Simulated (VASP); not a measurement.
Set up this calculation in VASP 6.6.1, as the native input.

```yaml
Task: relaxation of the atoms
Functional: r2SCAN
Potentials_or_basis: VASP PAW PBE potentials, release 64 (O)
Cutoff: 520 eV
k_mesh: 1 × 1 × 1
Occupations: gaussian, width 0.01 eV
Spin: collinear spin, ferromagnetic start
Starting_moments: "[1.0, 1.0] μB"
Fixed_moment: 2 μB
Dipole_correction: no
Further_INCAR_settings: ALGO = Normal; EDIFF = 1e-07; IBRION = 2; EDIFFG = -0.01; NSW = 80
```

System: O2, in a box.

```
O
1.0
    12.00000    0.00000    0.00000
     0.00000   12.50000    0.00000
     0.00000    0.00000   13.00000
O
2
Direct
  0.45000 0.47000 0.45269
  0.45000 0.47000 0.54731
```

These files were run (other wordings do the same):

POSCAR

```
O
1.0
   12.0000000000      0.0000000000      0.0000000000
    0.0000000000     12.5000000000      0.0000000000
    0.0000000000      0.0000000000     13.0000000000
O
2
Direct
    0.4500000000      0.4700000000      0.4526923077
    0.4500000000      0.4700000000      0.5473076923
```

INCAR.step1

```
PREC = Accurate ; ENCUT = 520
ISMEAR = 0 ; SIGMA = 0.01
LREAL = False ; LASPH = True
NELM = 150 ; ISPIN = 2
MAGMOM = 1 1 ; NUPDOWN = 2.0
GGA = PE ; ALGO = Normal
EDIFF = 1E-4 ; LWAVE = True
LCHARG = False
```

INCAR.step2

```
PREC = Accurate ; ENCUT = 520
EDIFF = 1E-7 ; ISMEAR = 0
SIGMA = 0.01 ; LREAL = False
LASPH = True ; NELM = 150
ALGO = Normal ; ISIF = 2
LWAVE = False ; LCHARG = False
ISPIN = 2 ; MAGMOM = 1 1
LORBIT = 11 ; NUPDOWN = 2.0
METAGGA = R2SCAN ; LMIXTAU = True
IBRION = 2 ; NSW = 80
EDIFFG = -0.01 ; ISTART = 1
```

KPOINTS

```
Automatic mesh
0
Gamma
  1 1 1
```

Potentials or basis: VASP PAW PBE potentials, release 64 (O).

Launch:

```sh
$ cat potpaw_PBE.64/O/POTCAR > POTCAR
$ cp INCAR.step1 INCAR
$ mpirun -np 1 vasp_gam > vasp.out
$ cp INCAR.step2 INCAR
$ mpirun -np 1 vasp_gam > vasp.out
```

It gave:

```
Energy gained by relaxing                             : 0.9 meV/atom
Ionic steps                                           : 3
Largest force after relaxing                          : 0.005 eV/Å
Net moment                                            : 2.00 μB per cell
Site moments                                          : O +0.83 μB
Valence electrons inside the program's atomic spheres : O 4.92
```

Caveat: the standard files for N, O and F lose accuracy on very short bonds; the PAW data sets were made with another functional, which shifts forces and pressure a little; the total moment is fixed, so each spin has its own Fermi level and the state may be an excited one.

Wall time 41 min on 1 thread of Intel(R) Xeon(R) Platinum 8259CL CPU @ 2.50GHz (Skylake/Cascade Lake) (shared host), peak memory 2.5 GiB.
